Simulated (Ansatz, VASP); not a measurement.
**Two plane-wave programs on W**

File INCAR:

```
SYSTEM = W
PREC = Accurate ; ENCUT = 520
EDIFF = 1E-7 ; ISMEAR = 0
SIGMA = 0.15 ; LREAL = .False.
LASPH = .True. ; NELM = 60
ALGO = Fast ; ISIF = 2
LWAVE = .False. ; LCHARG = .False.
GGA = PE ; NBANDS = 36
```

Contents of KPOINTS:

```
regular mesh
0
Gamma
  18 18 5
  0 0 0
```

POSCAR

```
W
1.0
   -1.5973000000      1.5973000000     -1.5973000000
   -1.5973000000     -1.5973000000      1.5973000000
    0.0000000000      7.4539601800      5.3244398200
W
4
Direct
   -0.2916375000      0.2916375000      0.8750000000
    0.4583375000      0.5416625000      0.1250000000
   -0.1249875000      0.1249875000      0.3750000000
    0.2916875000      0.7083125000      0.6250000000
```

Input for Ansatz:

```yaml
crystal:
  lattice:
    - [-1.5973, 1.5973, -1.5973]
    - [-1.5973, -1.5973, 1.5973]
    - [0.0, 7.45396018, 5.32443982]
  atoms:
    - { symbol: W, position: [-0.2916375, 0.2916375, 0.875] }
    - { symbol: W, position: [0.4583375, 0.5416625, 0.125] }
    - { symbol: W, position: [-0.1249875, 0.1249875, 0.375] }
    - { symbol: W, position: [0.2916875, 0.7083125, 0.625] }
basis:
  ecutwfc: 420
kpoints:
  mp_grid: { grid: [18, 18, 5] }
hamiltonian:
  xc: pbe
scf:
  occupations: { method: gaussian, width: 0.15 }
output:
  forces: true
  stress: true
  eigenvalues: true
```

Alike in both runs: task single point; functional PBE; k mesh 18 × 18 × 5; occupations gaussian, width 0.15 eV; no spin polarisation.

|  | VASP | Ansatz |
| --- | --- | --- |
| version | VASP 6.6.1 | Ansatz 0.2.0 |
| potentials or method | VASP PAW PBE potentials, release 64 (W_sv), cutoff 520 eV | scalar-relativistic, plane waves, PAW |
| valence electrons in the cell | 56 | 56 |

Ansatz gave:

- gap on the k mesh at the Fermi level (eV): none
- pressure (GPa): 4.7
- traceless stress, the component that is largest in VASP (GPa): 14.92
- rms of the force components (eV/Å): 1.237

Task: Which values does VASP return?

Result: gap on the k mesh at the Fermi level (eV): none; pressure (GPa): 5.3; traceless stress, the component that is largest in VASP (GPa): 15.28; rms of the force components (eV/Å): 1.280.

Atom by atom the forces differ by 0.044 eV/Å (rms over components). A gap of «none» marks a metal or a gap that the smearing closes. The functional is the same, so the differences come from potentials, cutoffs and numerics.

Spin-orbit coupling is off throughout.
